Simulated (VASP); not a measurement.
A run of VASP 6.6.1:

Contents of INCAR:

```
SYSTEM = HfO2
PREC     = Accurate       ! precision mode
ENCUT    = 520            ! plane-wave cutoff, eV
EDIFF    = 1E-6           ! SCF threshold, eV
ISMEAR   = 0              ! smearing method
SIGMA    = 0.05           ! smearing width, eV
LREAL    = .False.        ! projectors in reciprocal space
LASPH    = .True.         ! aspherical terms in the spheres
NELM     = 80             ! most SCF steps
ALGO     = Normal         ! electronic algorithm
ISIF     = 2              ! what is computed and relaxed
LWAVE    = .False.        ! write WAVECAR
LCHARG   = .False.        ! write CHGCAR
GGA      = CA             ! functional
NBANDS   = 18             ! bands
```

KPOINTS

```
regular mesh
0
Gamma
  8 8 8
  0 0 0
```

The input POSCAR:

```
HfO2
1.0
    0.0000000000      2.5008001766      2.5008001766
    2.5008001766      0.0000000000      2.5008001766
    2.5008001766      2.5008001766      0.0000000000
Hf O
1 2
Direct
   -0.0021147393      0.0021147393      0.0021147393
    0.2617962244      0.2382037756      0.2382037756
    0.7617962244      0.7382037756      0.7382037756
```

Potentials or basis: VASP PAW LDA potentials, release 64 (Hf_pv, O).

Run with:

```console
$ cat potpaw_LDA.64/Hf_pv/POTCAR potpaw_LDA.64/O/POTCAR > POTCAR
$ mpirun -np 1 vasp_std > vasp.out
```

Hardware: 1 thread of Intel(R) Xeon(R) Platinum 8488C (Sapphire Rapids), on a shared host.

Problem. Estimate the wall time of this run.

Solution. It took 17 s on 1 thread of Intel(R) Xeon(R) Platinum 8488C (Sapphire Rapids), on a shared host, peak memory 0.16 GiB. Counts: scf iterations 12, k points 59.
